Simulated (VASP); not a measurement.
## WC: single point with PBE

WC:

```xyz
2
Lattice="2.9210 0.0000 0.0000 -1.4605 2.5296 0.0000 0.0000 0.0000 2.8466" Properties=species:S:1:pos:R:3 pbc="T T T"
W     0.0000    0.0000    0.0000
C     1.4605    0.8432    1.4233
```

```json
{
 "Program": "VASP 6.6.1",
 "Task": "single point",
 "Functional": "PBE",
 "Potentials or basis": "VASP PAW PBE potentials, release 64 (W_sv, C)",
 "Cutoff": "520 eV",
 "k mesh": "14 × 14 × 12",
 "Occupations": "gaussian, width 0.05 eV",
 "Spin": "non-collinear spin, zero start, spin-orbit coupling",
 "Starting moments": "[[0.0, 0.0, 0.0], [0.0, 0.0, 0.0]] μB",
 "Dipole correction": "no",
 "k mesh for the DOS": "21 × 21 × 18",
 "Occupations for the DOS": "tetrahedron",
 "Further INCAR settings": "ALGO = Normal; EDIFF = 1e-07; NBANDS = 30"
}
```

```json
{"Net moment": "0.00 μB per cell", "Valence electrons inside the program's atomic spheres": "W 12.15; C 2.42"}
```

Moments on the atoms (μB; x, y, z):
```
W   0.00 0.00 0.00
C   0.00 0.00 0.00
```

Wall time 6.4 min on 1 thread of Intel(R) Xeon(R) 6975P-C (Granite Rapids), on a shared host, peak memory 0.82 GiB.
